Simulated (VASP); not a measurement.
Nb16H (a cell with a defect), 17 atoms in the cell. The cell holds a defect, 17 atoms: a = 6.600 Å, b = 6.600 Å, c = 6.600 Å, α = 90.00°, β = 90.00°, γ = 90.00°. 

| Quantity | Value |
| --- | --- |
| Program | VASP 6.6.1 |
| Task | single point |
| Functional | PBE |
| Potentials or basis | VASP PAW PBE potentials, release 64 (Nb_sv, H) |
| Cutoff | 520 eV |
| k mesh | 3 × 3 × 3 |
| Occupations | gaussian, width 0.05 eV |
| Spin | no spin polarisation |
| Dipole correction | no |
| Further INCAR settings | LREAL = Auto; ALGO = Normal; EDIFF = 1e-06; NBANDS = 118 |

Potentials or basis: VASP PAW PBE potentials, release 64 (Nb_sv, H).

The run is started by

```sh
$ cat potpaw_PBE.64/Nb_sv/POTCAR potpaw_PBE.64/H/POTCAR > POTCAR
$ mpirun -np 1 vasp_std > vasp.out
```

Hardware: 1 thread of AMD EPYC 7R13 Processor (Zen 3), on a shared host.

**Question.** Estimate the wall time of this run.

**Answer.** Wall time 23 min on 1 thread of AMD EPYC 7R13 Processor (Zen 3), with other jobs on the host, peak memory 0.49 GiB. Counts: scf iterations 18, k points 14.
